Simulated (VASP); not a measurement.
Wanted: the native input for a VASP 6.6.1 run.

| Property | Result |
| --- | --- |
| Task | single point |
| Functional | LDA |
| Potentials or basis | VASP PAW LDA potentials, release 64 (Sb) |
| Cutoff | 520 eV |
| k mesh | 3 × 3 × 3 |
| Occupations | fermi-dirac, width 0.1 eV |
| Spin | no spin polarisation |
| Dipole correction | no |
| Further INCAR settings | ALGO = Normal; EDIFF = 1e-07; NBANDS = 12 |

The structure of Sb lies in POSCAR:

```
Sb
1.0
    2.1456002536      1.2387628840      3.6587425366
   -2.1456002536      1.2387628840      3.6587425366
    0.0000000000     -2.4775257680      3.6587425366
Sb
2
Direct
    0.2359371474      0.2359371474      0.2359371474
    0.7640628526      0.7640628526      0.7640628526
```

One way to write it, as run:

INCAR

```
SYSTEM = Sb
ALGO = Normal
EDIFF = 1E-7
ENCUT = 520
ISIF = 2
ISMEAR = -1
LASPH = .TRUE.
LCHARG = .FALSE.
LREAL = .FALSE.
LWAVE = .FALSE.
NBANDS = 12
NELM = 100
PREC = Accurate
SIGMA = 0.1
```

KPOINTS

```
k-points
0
G
  3 3 3
  0 0 0
```

Potentials or basis: VASP PAW LDA potentials, release 64 (Sb).

Run with:

```console
$ cat potpaw_LDA.64/Sb/POTCAR > POTCAR
$ mpirun -np 1 vasp_std > vasp.out
```

Results of the run:

| Property | Result |
| --- | --- |
| Pressure | 1.4 GPa |
| Largest force | 0.287 eV/Å |
| Band gap on the k mesh | 1.20 eV, direct |

Caveat: the k points lie up to 0.59 Å⁻¹ apart; spin-orbit coupling is left out, which moves the levels of the heavy elements.

Run time: 10 s on 1 thread of AMD EPYC 7R13, with other jobs on the host, peak memory 0.13 GiB.
